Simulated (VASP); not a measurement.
Here is a VASP 6.6.1 calculation.

Contents of INCAR:

```
SYSTEM = Te2Pt
  PREC = Accurate
  ENCUT = 500
  EDIFF = 1E-6
  ISMEAR = 0
  SIGMA = 0.15
  LREAL = .FALSE.
  LASPH = .TRUE.
  NELM = 200
  ALGO = Normal
  ISIF = 2
  LWAVE = .FALSE.
  LCHARG = .FALSE.
  ISPIN = 2
  MAGMOM = 0 0 0.062
  LORBIT = 11
  NUPDOWN = 0.0625
  LMAXMIX = 4
  GGA = PE
  NBANDS = 22
  GGA_COMPAT = .FALSE.
```

KPOINTS

```
Automatic mesh
0
G
  12 12 8
  0 0 0
```

File POSCAR:

```
Te2Pt
1.0
    4.0885922681      0.0000000000      0.0000000000
   -2.0442961340      3.5408247699      0.0000000000
    0.0000000000      0.0000000000      5.3884626196
Te Pt
2 1
Direct
    0.3333333333      0.6666666667      0.2528728645
    0.6666666667      0.3333333333      0.7471271355
    0.0000000000      0.0000000000      0.0000000000
```

Potentials or basis: VASP PAW PBE potentials, release 64 (Te, Pt).

Command:

```console
$ cat potpaw_PBE.64/Te/POTCAR potpaw_PBE.64/Pt/POTCAR > POTCAR
$ mpirun -np 1 vasp_std > vasp.out
```

Question: Estimate the pressure.

Answer: -0.2 GPa.

Caveat: the total moment is fixed, so each spin has its own Fermi level.
